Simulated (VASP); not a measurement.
Input of a VASP 6.6.1 run:

Contents of INCAR:

```
PREC = Accurate
ENCUT = 520
EDIFF = 1E-6
ISMEAR = -1
SIGMA = 0.05
LREAL = F
LASPH = T
NELM = 100
ALGO = Normal
ISIF = 2
LWAVE = F
LCHARG = F
GGA = PS
NBANDS = 25
```

Contents of KPOINTS:

```
regular mesh
0
Gamma
  8 8 9
```

Contents of POSCAR:

```
Hg
1.0
    4.5997457407      0.0000000000      0.0000000000
   -2.2998728704      3.9834966624      0.0000000000
    0.0000000000      0.0000000000      3.9209268928
Hg
3
Direct
    0.3333333333      0.6666666667      0.5000000000
    0.0000000000      0.0000000000      0.0000000000
    0.6666666667      0.3333333333      0.5000000000
```

Potentials or basis: VASP PAW PBE potentials, release 64 (Hg).

Command:

```sh
$ cat potpaw_PBE.64/Hg/POTCAR > POTCAR
$ mpirun -np 1 vasp_std > vasp.out
```

(1) Predict the band gap on the k mesh.

(2) Predict the pressure.

Results:

(1) zero (band 18 reaches 6.43 eV, above the bottom of band 19 at 1.68 eV).

(2) 5.7 GPa.

Caveat: the PAW data sets were made with another functional, which shifts forces and pressure a little; spin-orbit coupling is left out, which moves the levels of the heavy elements.
